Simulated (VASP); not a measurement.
Wanted: the native input for a VASP 6.6.1 run.

```yaml
Task: relaxation of cell and atoms
Functional: RPBE
Dispersion: D3(BJ)
Potentials_or_basis: VASP PAW PBE potentials, release 64 (As, B)
Cutoff: 600 eV
k_mesh: 10 × 10 × 10
Occupations: fermi-dirac, width 0.05 eV
Spin: no spin polarisation
Dipole_correction: no
Further_INCAR_settings: ALGO = Normal; EDIFF = 1e-07; IBRION = 2; EDIFFG = -0.005; NSW = 80; ISIF = 3
```

The structure of BAs lies in POSCAR:

```
BAs
1.0
    0.0000000000      2.3885000000      2.3885000000
    2.3885000000      0.0000000000      2.3885000000
    2.3885000000      2.3885000000      0.0000000000
As B
1 1
Direct
    0.7500000000      0.7500000000      0.7500000000
    0.0000000000      0.0000000000      0.0000000000
```

One way to write it, as run:

INCAR

```
SYSTEM = BAs
PREC = Accurate
ENCUT = 600
EDIFF = 1E-7
ISMEAR = -1
SIGMA = 0.05
LREAL = .FALSE.
LASPH = .TRUE.
NELM = 80
ALGO = Normal
ISIF = 3
LWAVE = .FALSE.
LCHARG = .FALSE.
GGA = RP
IVDW = 12
IBRION = 2
NSW = 80
EDIFFG = -0.005
```

KPOINTS

```
Automatic mesh
0
G
  10 10 10
  0 0 0
```

Potentials or basis: VASP PAW PBE potentials, release 64 (As, B).

The run is started by

```bash
$ cat potpaw_PBE.64/As/POTCAR potpaw_PBE.64/B/POTCAR > POTCAR
$ mpirun -np 1 vasp_std > vasp.out
```

It gave:

* Relaxed volume: 12.38 Å³/atom
* Relaxed cell: a = 3.271 Å, b = 3.271 Å, c = 3.271 Å, α = 60.00°, β = 60.00°, γ = 60.00°
* Space group after relaxing (to 0.05 Å): F-43m (No. 216)
* Energy gained by relaxing: 54.0 meV/atom
* Ionic steps: 6
* Pressure after relaxing: 0.0 GPa
* Band gap on the k mesh: 1.09 eV, indirect (least direct gap 3.40 eV)
* Dispersion energy per atom: -1.393 eV

Caveat: the PAW data sets were made with another functional, which shifts forces and pressure a little.

Wall time 42 s on 1 thread of AMD EPYC 7R43 64-Core Processor (Zen 3), with other jobs on the host, peak memory 0.14 GiB.
